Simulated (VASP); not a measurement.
# Sb (P6_3/mmc) in VASP: notebook

Runs on Sb. Level: PBE. Tasks: electric field gradients.

Program: VASP 6.6.1. These are calculated values, not measurements. Logs are shortened: lines on timing, memory, paths and dates and some standing lists are left out, and cuts for length are marked.

## Step 1: The cell of the first run

It takes space group P6_3/mmc (No. 194, hexagonal). Conventional cell: a = 3.312 Å, b = 3.312 Å, c = 5.240 Å, α = 90.00°, β = 90.00°, γ = 120.00°. Sb (site symmetry -6m2) has 12 Sb at 3.24 to 3.31 Å within 4.3 Å.

## Step 2: Electric field gradients, PBE (volume scaled by 0.95)

Input file INCAR:

```
PREC = Accurate
ENCUT = 520
EDIFF = 1E-8
ISMEAR = -1
SIGMA = 0.03
LREAL = F
LASPH = T
NELM = 80
ALGO = Normal
ISIF = 2
LWAVE = F
LCHARG = F
GGA = PE
LEFG = T
NBANDS = 12
```

Input file KPOINTS:

```
Automatic mesh
0
Gamma
  12 12 7
```

Input file POSCAR:

```
Sb
1.0
    3.3118874482      0.0000000000      0.0000000000
   -1.6559437241      2.8681786646      0.0000000000
    0.0000000000      0.0000000000      5.2396435614
Sb
2
Direct
    0.3333333333      0.6666666667      0.2500000000
    0.6666666667      0.3333333333      0.7500000000
```

Potentials or basis: VASP PAW PBE potentials, release 64 (Sb).

On the command line:

```sh
$ cat potpaw_PBE.64/Sb/POTCAR > POTCAR
$ mpirun -np 1 vasp_std > vasp.out
```

OUTCAR:

```text
PREC = Accurate
   ENCUT = 520
   EDIFF = 1E-8
   ISMEAR = -1
   LREAL = F
   LASPH = T
   NELM = 80
   ISIF = 2
   GGA = PE

 ion  position               nearest neighbor table
   1  0.333  0.667  0.250-   2 3.24   2 3.24   2 3.24   2 3.24   2 3.24   2 3.24
   2  0.667  0.333  0.750-   1 3.24   1 3.24   1 3.24   1 3.24   1 3.24   1 3.24

  LATTYP: Found a hexagonal cell.
 ALAT       =     3.3118874482
 C/A-ratio  =     1.5820717471

  Lattice vectors:

 A1 = (   3.3118874482,   0.0000000000,   0.0000000000)
 A2 = (  -1.6559437241,   2.8681786646,   0.0000000000)
 A3 = (   0.0000000000,   0.0000000000,   5.2396435614)

Analysis of symmetry for initial positions (statically):
=====================================================================
 Subroutine PRICEL returns:
 Original cell was already a primitive cell.

 Routine SETGRP: Setting up the symmetry group for a
 hexagonal supercell.

 Subroutine GETGRP returns: Found 24 space group operations
 (whereof 12 operations were pure point group operations)
 out of a pool of 24 trial point group operations.

The static configuration has the point symmetry D_3d.
 The point group associated with its full space group is D_6h.

Analysis of symmetry for dynamics (positions and initial velocities):
=====================================================================
 Subroutine PRICEL returns:
 Original cell was already a primitive cell.

 Routine SETGRP: Setting up the symmetry group for a
 hexagonal supercell.

 Subroutine GETGRP returns: Found 24 space group operations
 (whereof 12 operations were pure point group operations)
 out of a pool of 24 trial point group operations.

The dynamic configuration has the point symmetry D_3d.
 The point group associated with its full space group is D_6h.

 Subroutine INISYM returns: Found 24 space group operations
 (whereof 12 operations are pure point group operations),
 and found     1 'primitive' translations

----------------------------------------------------------------------------------------

                                     Primitive cell

  volume of cell :      49.7718

  direct lattice vectors                    reciprocal lattice vectors
     3.311887448  0.000000000  0.000000000     0.301942628  0.174326658  0.000000000
    -1.655943724  2.868178665  0.000000000     0.000000000  0.348653315  0.000000000
     0.000000000  0.000000000  5.239643561     0.000000000  0.000000000  0.190852677

  length of vectors
     3.311887448  3.311887448  5.239643561     0.348653315  0.348653315  0.190852677

  position of ions in fractional coordinates (direct lattice)
     0.333333333  0.666666667  0.250000000
     0.666666667  0.333333333  0.750000000

  ion indices of the primitive-cell ions
   primitive index   ion index
                 1           1
                 2           2

----------------------------------------------------------------------------------------

 KPOINTS: Automatic mesh

Automatic generation of k-mesh.
 Grid dimensions read from file:
 generate k-points for:   12   12    7

 Generating k-lattice:

  Cartesian coordinates                     Fractional coordinates (reciprocal lattice)
     0.025161886  0.014527221  0.000000000     0.083333333  0.000000000  0.000000000
     0.000000000  0.029054443  0.000000000     0.000000000  0.083333333  0.000000000
     0.000000000  0.000000000  0.027264668     0.000000000  0.000000000  0.142857143

  Length of vectors
     0.029054443  0.029054443  0.027264668

  Shift w.r.t. Gamma in fractional coordinates (k-lattice)
     0.000000000  0.000000000  0.000000000

 Subroutine IBZKPT returns following result:
 ===========================================

 Found     76 irreducible k-points:

 Following reciprocal coordinates:
            Coordinates               Weight
  0.000000  0.000000  0.000000      1.000000
  0.083333 -0.000000  0.000000      6.000000
  0.166667 -0.000000  0.000000      6.000000
  0.250000 -0.000000  0.000000      6.000000
  0.333333 -0.000000  0.000000      6.000000
  0.416667 -0.000000  0.000000      6.000000
[... 16 lines left out ...]
  0.250000 -0.000000  0.142857     12.000000
  0.333333 -0.000000  0.142857     12.000000
 [... further k-points ...]
   k-points           NKPTS =     76   k-points in BZ     NKDIM =     76   number of bands    NBANDS=     12
   number of dos      NEDOS =    301   number of ions     NIONS =      2
   total plane-waves  NPLWV =  31360
   dimension x,y,z NGX =    28 NGY =   28 NGZ =   40
   dimension x,y,z NGXF=    56 NGYF=   56 NGZF=   80
   ions per type =               2
   NGX,Y,Z   is equivalent  to a cutoff of  14.06, 14.06, 12.69 a.u.
   NGXF,Y,Z  is equivalent  to a cutoff of  28.11, 28.11, 25.38 a.u.
 SYSTEM =  unknown system
   PREC   = accura    normal or accurate (medium, high low for compatibility)
   ISTART =      0    job   : 0-new  1-cont  2-samecut
   ICHARG =      2    charge: 1-file 2-atom 10-const
   ISPIN  =      1    spin polarized calculation?
   LNONCOLLINEAR =      F non collinear calculations
   LSORBIT =      F    spin-orbit coupling
   LASPH  =      T    aspherical Exc in radial PAW
   ENCUT  =  520.0 eV  38.22 Ry    6.18 a.u.   6.16  6.16  9.74*2*pi/ulx,y,z
   NELM   =     80;   NELMIN=  2; NELMDL= -5     # of ELM steps
   EDIFF  = 0.1E-07   stopping-criterion for ELM
   LREAL  =      F    real-space projection
   EDIFFG = 0.1E-06   stopping-criterion for IOM
   NSW    =      0    number of steps for IOM
   IBRION =     -1    ionic relax: 0-MD 1-quasi-New 2-CG
   NFREE  =      0    steps in history (QN), initial steepest desc. (CG)
   ISIF   =      2    stress and relaxation
   ISYM   =      2    0-nonsym 1-usesym 2-fastsym
   POTIM  = 0.5000    time-step for ionic-motion
   TEBEG  =    0.0;   TEEND  =   0.0 temperature during run
   PSTRESS=    0.0 pullay stress
   NELECT =      10.0000    total number of electrons
   NUPDOWN=      -1.0000    fix difference up-down
   EMIN   =  10.00;   EMAX   =-10.00  energy-range for DOS
   EFERMI =   0.00;   METHOD = LEGACY
   ISMEAR =    -1;   SIGMA  =   0.03  broadening in eV -4-tet -1-fermi 0-gaus
   EFERMI_NEDOS =   21; number of points for ismear=-14 and -15
   IALGO  =     38    algorithm
   IMIX   =      4    mixing-type and parameters
     AMIX     =   0.40;   BMIX     =  1.00
     AMIX_MAG =   1.60;   BMIX_MAG =  1.00
  volume/ion in A,a.u.               =      24.89       167.94
  Fermi-wavevector in a.u.,A,eV,Ry     =   0.958842  1.811948 12.508894  0.919378
  Thomas-Fermi vector in A             =   2.087985
   LORBIT       =      0    0 simple, 1 ext, 2 COOP (PROOUT), +10 PAW based schemes
   GGA     = PE    functional components
   LHFCALC =     F    Hartree Fock is set to
   AEXX    =    0.0000 exact exchange contribution
   IVDW    =     0    specifies the selected vdW correction
   LEPSILON=     F    determine dielectric tensor
   LRPA    =     F    only Hartree local field effects (RPA)
 non-spin polarized calculation
  energy-cutoff  :      520.00
  volume of cell :       49.77
 maximum number of plane-waves:      1363
 NGX is ok and might be reduce to    28
   NGX = 13   NGY = 13   NGZ = 19

 number of electron      10.0000000 magnetization

 Free energy of the ion-electron system (eV)
  ---------------------------------------------------
  ext. energy  EPLUGINS =         0.00000000
  ---------------------------------------------------
  free energy    TOTEN  =        -7.62559946 eV

  energy without entropy =       -7.62169282  energy(sigma->0) =       -7.62364614

 E-fermi :   9.6351     XC(G=0): -10.5793

 val. band max:        9.6306000150   @ k =   0.1667  -0.0000   0.0000
 cond. band min:       9.6418794137   @ k =   0.2500  -0.0000   0.2857
 fundamental gap:      0.0112793987
 Fermi energy:         9.6351424066

 k-point     1 :       0.0000    0.0000    0.0000
  band No.  band energies     occupation
      1      -3.9829      2.00000
      2       0.5681      2.00000
      3       3.3162      2.00000
      4      13.1595      0.00000
      5      13.1595      0.00000
      6      15.0719      0.00000
      7      15.0719      0.00000
      8      16.1295      0.00000
      9      17.2409      0.00000
     10      18.4702      0.00000
     11      19.7322      0.00000
     12      19.7322      0.00000
[... 331 lines left out ...]
 k-point    24 :       0.3333   -0.0000    0.1429
  band No.  band energies     occupation
      1      -1.8547      2.00000
      2       1.5744      2.00000
      3       5.1734      2.00000
      4       6.6077      2.00000
      5       8.6628      2.00000
      6      10.3818      0.00000
      7      12.2715      0.00000
      8      13.7670      0.00000
      9      14.5404      0.00000
     10      16.9983      0.00000
     11      18.8077      0.00000
     12      19.6116      0.00000

 [... further k-points ...]
[... 5 lines left out ...]
  --------------------------------------------------------------------------------------
  -------------------------------------------------------------------------------------
  Total        2.3416961      2.3416961      1.9067414      0.0000000      0.0000000     -0.0000000
  in kB       75.3802559     75.3802559     61.3788668      0.0000000      0.0000000     -0.0000000
  external PRESSURE =      70.7131262 kB  Pullay stress =       0.0000000 kB

 VOLUME and BASIS-vectors are now :
 -----------------------------------------------------------------------------
  energy-cutoff  :      520.00
  volume of cell :       49.77
      direct lattice vectors                 reciprocal lattice vectors
     3.311887448  0.000000000  0.000000000     0.301942628  0.174326658  0.000000000
    -1.655943724  2.868178665  0.000000000     0.000000000  0.348653315  0.000000000
     0.000000000  0.000000000  5.239643561     0.000000000  0.000000000  0.190852677

 POSITION                                       TOTAL-FORCE (eV/Angst)
 -----------------------------------------------------------------------------------
     -0.00000      1.91212      1.30991        -0.000000     -0.000000      0.000000
      1.65594      0.95606      3.92973         0.000000      0.000000      0.000000
 -----------------------------------------------------------------------------------
    total drift:                                0.000000     -0.000000      0.000000

  FREE ENERGIE OF THE ION-ELECTRON SYSTEM (eV)
  ---------------------------------------------------
  free  energy   TOTEN  =        -7.6255994561 eV

  energy  without entropy=       -7.6216928195  energy(sigma->0) =       -7.62364614

 Electric field gradients (V/A^2)
---------------------------------------------------------------------
 ion       V_xx      V_yy      V_zz      V_xy      V_xz      V_yz
---------------------------------------------------------------------
   1      -8.852    -8.852    17.704    -0.000     0.000    -0.000
   2      -8.852    -8.852    17.704    -0.000    -0.000     0.000
---------------------------------------------------------------------

 Electric field gradients after diagonalization (V/A^2)
 (convention: |V_zz| > |V_xx| > |V_yy|)
----------------------------------------------------------------------
 ion       V_xx      V_yy      V_zz     asymmetry (V_yy - V_xx)/ V_zz
----------------------------------------------------------------------
   1      -8.852    -8.852    17.704       0.000
   2      -8.852    -8.852    17.704       0.000
----------------------------------------------------------------------

           NMR quadrupolar parameters

 Cq : quadrupolar parameter    Cq=e*Q*V_zz/h
 eta: asymmetry parameters     (V_yy - V_xx)/ V_zz
 Q  : nuclear electric quadrupole moment in mb (millibarn)
----------------------------------------------------------------------
 ion       Cq(MHz)       eta       Q (mb)
----------------------------------------------------------------------
   1       0.043       0.000       1.000
   2       0.043       0.000       1.000
----------------------------------------------------------------------
```

It took 26 s on 1 thread of Intel Xeon Platinum 8488C (Sapphire Rapids), shared host; peak memory 0.19 GiB.

Results:

- Free energy: -7.6256 eV
- Pressure: 7.1 GPa
- Band gap on the k mesh: zero (band 5 reaches 13.90 eV, above the bottom of band 6 at 6.45 eV)

Levels at points of the mesh, in eV from the Fermi level:
| k point | band 1 | band 2 | band 3 | band 4 | band 5 | band 6 | band 7 | band 8 | band 9 | band 10 |
| --- | --- | --- | --- | --- | --- | --- | --- | --- | --- | --- |
| (0.00, 0.00, 0.00) | -13.62 | -9.07 | -6.32 | 3.52 | 3.52 | 5.44 | 5.44 | 6.49 | 7.61 | 8.84 |
| (0.50, 0.00, 0.00) | -9.79 | -8.37 | -4.33 | -3.05 | -2.58 | -0.31 | 0.08 | 4.02 | 4.18 | 7.63 |

Electric field gradients, principal values (V/Å²):
| atom | least | middle | greatest (by size) |
| --- | --- | --- | --- |
| 1 Sb | -8.852 | -8.852 | 17.704 |
| 2 Sb | -8.852 | -8.852 | 17.704 |

Caveat: without QUAD_EFG the Cq values of the log hold for a quadrupole moment of 1 mb, not for the nuclei; spin-orbit coupling is left out, which moves the levels of the heavy elements.

## Step 3: Electric field gradients, PBE (volume scaled by 0.95)

Input file INCAR:

```
SYSTEM = Sb
ALGO = Normal
EDIFF = 1E-8
ENCUT = 520
GGA = PE
ISIF = 2
ISMEAR = -1
LASPH = .TRUE.
LCHARG = .FALSE.
LEFG = .TRUE.
LREAL = .FALSE.
LWAVE = .FALSE.
NBANDS = 12
NELM = 60
PREC = Accurate
SIGMA = 0.03
```

Input file KPOINTS:

```
k-points
0
G
  12 12 7
  0 0 0
```

POSCAR is that of step 2.

Potentials or basis: VASP PAW PBE potentials, release 64 (Sb).

On the command line:

```sh
$ cat potpaw_PBE.64/Sb/POTCAR > POTCAR
$ mpirun -np 1 vasp_std > vasp.out
```

OUTCAR:

```text
SYSTEM = Sb
   EDIFF = 1E-8
   ENCUT = 520
   GGA = PE
   ISIF = 2
   ISMEAR = -1
   LASPH = .TRUE.
   LREAL = .FALSE.
   NELM = 60
   PREC = Accurate

 ion  position               nearest neighbor table
   1  0.333  0.667  0.250-   2 3.24   2 3.24   2 3.24   2 3.24   2 3.24   2 3.24
   2  0.667  0.333  0.750-   1 3.24   1 3.24   1 3.24   1 3.24   1 3.24   1 3.24

  LATTYP: Found a hexagonal cell.
 ALAT       =     3.3118874482
 C/A-ratio  =     1.5820717471

  Lattice vectors:

 A1 = (   3.3118874482,   0.0000000000,   0.0000000000)
 A2 = (  -1.6559437241,   2.8681786646,   0.0000000000)
[... 575 lines left out ...]
  free  energy   TOTEN  =        -7.6255994561 eV

  energy  without entropy=       -7.6216928195  energy(sigma->0) =       -7.62364614

 Electric field gradients (V/A^2)
---------------------------------------------------------------------
 ion       V_xx      V_yy      V_zz      V_xy      V_xz      V_yz
---------------------------------------------------------------------
   1      -8.852    -8.852    17.704    -0.000     0.000    -0.000
   2      -8.852    -8.852    17.704    -0.000    -0.000     0.000
---------------------------------------------------------------------

 Electric field gradients after diagonalization (V/A^2)
 (convention: |V_zz| > |V_xx| > |V_yy|)
----------------------------------------------------------------------
 ion       V_xx      V_yy      V_zz     asymmetry (V_yy - V_xx)/ V_zz
----------------------------------------------------------------------
   1      -8.852    -8.852    17.704       0.000
   2      -8.852    -8.852    17.704       0.000
----------------------------------------------------------------------

           NMR quadrupolar parameters

 Cq : quadrupolar parameter    Cq=e*Q*V_zz/h
 eta: asymmetry parameters     (V_yy - V_xx)/ V_zz
 Q  : nuclear electric quadrupole moment in mb (millibarn)
----------------------------------------------------------------------
 ion       Cq(MHz)       eta       Q (mb)
----------------------------------------------------------------------
   1       0.043       0.000       1.000
   2       0.043       0.000       1.000
----------------------------------------------------------------------
```

OSZICAR:

```text
N       E                     dE             d eps       ncg     rms          rms(c)
DAV:   1     0.343404644711E+02    0.34340E+02   -0.35860E+03  1824   0.665E+02
DAV:   2    -0.591789010631E+01   -0.40258E+02   -0.39046E+02  2428   0.112E+02
DAV:   3    -0.762168891662E+01   -0.17038E+01   -0.16769E+01  2336   0.248E+01
DAV:   4    -0.763407404328E+01   -0.12385E-01   -0.12383E-01  2104   0.255E+00
DAV:   5    -0.763419810020E+01   -0.12406E-03   -0.12405E-03  2188   0.282E-01    0.280E+00
DAV:   6    -0.762867826737E+01    0.55198E-02   -0.22912E-03  2064   0.260E-01    0.162E+00
DAV:   7    -0.762558035370E+01    0.30979E-02   -0.48375E-03  1988   0.377E-01    0.411E-02
DAV:   8    -0.762559870099E+01   -0.18347E-04   -0.89295E-05  2180   0.668E-02    0.150E-02
DAV:   9    -0.762560021157E+01   -0.15106E-05   -0.29594E-06  2088   0.123E-02    0.345E-03
DAV:  10    -0.762559995244E+01    0.25913E-06   -0.11386E-07  2152   0.224E-03    0.229E-03
DAV:  11    -0.762559934386E+01    0.60857E-06   -0.61030E-09  1480   0.585E-04    0.313E-04
DAV:  12    -0.762559941449E+01   -0.70628E-07   -0.47723E-10  1084   0.181E-04    0.125E-04
DAV:  13    -0.762559945006E+01   -0.35568E-07   -0.84226E-11  1016   0.688E-05    0.169E-05
DAV:  14    -0.762559945611E+01   -0.60455E-08   -0.15001E-11   992   0.285E-05
   1 F= -.76255995E+01 E0= -.76236461E+01  d E =-.390664E-02
```

stdout:

```text
POSCAR found type information on POSCAR Sb
 POSCAR found :  1 types and       2 ions
 scaLAPACK will be used
 LDA part: xc-table for (Slater+PW92), standard interpolation
 POSCAR, INCAR and KPOINTS ok, starting setup
 FFT: planning ... GRIDC
 FFT: planning ... GRID_SOFT
 FFT: planning ... GRID
 WAVECAR not read
 entering main loop
ion   1

ion   2
```

It took 29 s on 1 thread of Intel Xeon Platinum 8488C (Sapphire Rapids), shared host; peak memory 0.19 GiB.

Results:

```yaml
Free_energy: -7.6256 eV
Pressure: 7.1 GPa
Band_gap_on_the_k_mesh: zero (band 5 reaches 13.90 eV, above the bottom of band 6 at 6.45 eV)
```

Stress tensor (GPa, compression positive):
```
7.54 0.00 0.00
0.00 7.54 0.00
0.00 0.00 6.14
```

Levels at points of the mesh, in eV from the Fermi level:
| k point | band 2 | band 3 | band 4 | band 5 | band 6 | band 7 | band 8 | band 9 |
| --- | --- | --- | --- | --- | --- | --- | --- | --- |
| (0.00, 0.00, 0.00) | -9.07 | -6.32 | 3.52 | 3.52 | 5.44 | 5.44 | 6.49 | 7.61 |
| (0.50, 0.00, 0.00) | -8.37 | -4.33 | -3.05 | -2.58 | -0.31 | 0.08 | 4.02 | 4.18 |

Electric field gradients, principal values (V/Å²):
```
atom   least  middle  greatest (by size)
1 Sb  -8.852  -8.852              17.704
2 Sb  -8.852  -8.852              17.704
```

Caveat: without QUAD_EFG the Cq values of the log hold for a quadrupole moment of 1 mb, not for the nuclei; spin-orbit coupling is left out, which moves the levels of the heavy elements.

(Part 1 of 2 ends here.)
